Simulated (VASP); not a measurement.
A run of VASP 6.6.1:

Contents of INCAR:

```
PREC     = Accurate       # precision mode
ENCUT    = 500            # plane-wave cutoff, eV
EDIFF    = 1E-6           # SCF threshold, eV
ISMEAR   = -1             # smearing method
SIGMA    = 0.6            # smearing width, eV
LREAL    = F              # projectors in reciprocal space
LASPH    = T              # aspherical terms in the spheres
NELM     = 120            # most SCF steps
ALGO     = Normal         # electronic algorithm
ISIF     = 2              # what is computed and relaxed
LWAVE    = F              # write WAVECAR
LCHARG   = T              # write CHGCAR
GGA      = PE             # functional
LELF     = T              # ELF
LVHAR    = T            
NBANDS   = 11             # bands
GGA_COMPAT= F
```

The input KPOINTS:

```
regular mesh
0
Gamma
  10 10 10
```

POSCAR

```
Si
1.0
    0.0000000000      2.7354874751      2.7354874751
    2.7354874751      0.0000000000      2.7354874751
    2.7354874751      2.7354874751      0.0000000000
Si
2
Direct
    0.5000000000      0.5000000000      0.5000000000
    0.7500000000      0.7500000000      0.7500000000
```

Potentials or basis: VASP PAW PBE potentials, release 64 (Si).

Command:

```console
$ cat potpaw_PBE.64/Si/POTCAR > POTCAR
$ mpirun -np 1 vasp_std > vasp.out
```

Hardware: 1 thread of Intel Xeon 8259CL, on a shared host.

How long does it take, and how much memory?

Wall time 27 s on 1 thread of Intel Xeon 8259CL, on a shared host, peak memory 0.15 GiB. Counts: scf iterations 11, k points 47.
